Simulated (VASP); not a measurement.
A run of VASP 6.6.1 is set up as follows.

The input INCAR:

```
SYSTEM = BN
  ALGO = Normal
  EDIFF = 1E-7
  EDIFFG = -0.01
  ENCUT = 520
  GGA = PS
  GGA_COMPAT = .FALSE.
  IBRION = 2
  ISIF = 2
  ISMEAR = 0
  LASPH = .TRUE.
  LCHARG = .FALSE.
  LREAL = .FALSE.
  LWAVE = .FALSE.
  NELM = 120
  NELMIN = 4
  NSW = 50
  PREC = Accurate
  SIGMA = 0.05
```

KPOINTS

```
k-points
0
G
  12 12 4
  0 0 0
```

Contents of POSCAR:

```
BN
1.0
    2.5037762085      0.0000000000      0.0000000000
   -1.2518881043      2.1683338019      0.0000000000
    0.0000000000      0.0000000000      7.5496964365
B N
2 2
Direct
    0.3333333333      0.6666666667      0.2500000000
    0.6666666667      0.3333333333      0.7500000000
    0.3333333333      0.6666666667      0.7500000000
    0.6666666667      0.3333333333      0.2500000000
```

Potentials or basis: VASP PAW PBE potentials, release 64 (B, N).

Run with:

```bash
$ cat potpaw_PBE.64/B/POTCAR potpaw_PBE.64/N/POTCAR > POTCAR
$ mpirun -np 1 vasp_std > vasp.out
```

(1) What does it give for the band gap on the k mesh?

## Answers

(1) 4.38 eV (least direct gap 4.61 eV).

Caveat: the cell differs from its parent crystal (normal strain along x +0.0000, normal strain along z +0.0733).
